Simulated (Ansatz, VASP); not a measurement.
# One calculation of BeCdS4, two programs

```
CELL_PARAMETERS angstrom
5.58757 0.00000 0.00000
0.00000 5.58757 0.00000
0.00000 0.00000 3.82224
ATOMIC_POSITIONS crystal
Be 0.00000 0.00000 0.37475
Cd 0.50000 0.50000 0.86670
S 0.12906 0.63666 0.36821
S 0.87094 0.36334 0.36821
S 0.36334 0.12906 0.36821
S 0.63666 0.87094 0.36821
```

Alike in both runs: functional PBE; k mesh 3 × 3 × 4; occupations gaussian, width 0.2 eV; no spin polarisation.

Ansatz relaxed the structure, and its values are those at the end. VASP's run is a single point on that final structure, the one shown.

```csv
,VASP,Ansatz
version,VASP 6.6.1,Ansatz 0.2.0
potentials or method,"VASP PAW PBE potentials, release 64 (Be, Cd_sv_GW, S), cutoff 630 eV","scalar-relativistic, plane waves, PAW"
valence electrons in the cell,46,46
```

Ansatz gave:

```
gap on the k mesh at the Fermi level (eV) : none
pressure (GPa)                            : -0.2
rms of the force components (eV/Å)        : 0.045
```

Estimate VASP's values.

gap on the k mesh at the Fermi level (eV): none; pressure (GPa): -0.4; rms of the force components (eV/Å): 0.020.

A gap of «none» marks a metal or a gap that the smearing closes. The functional is the same, so the differences come from potentials, cutoffs and numerics.

The k mesh is coarse, so the values compare programs but aren't converged.
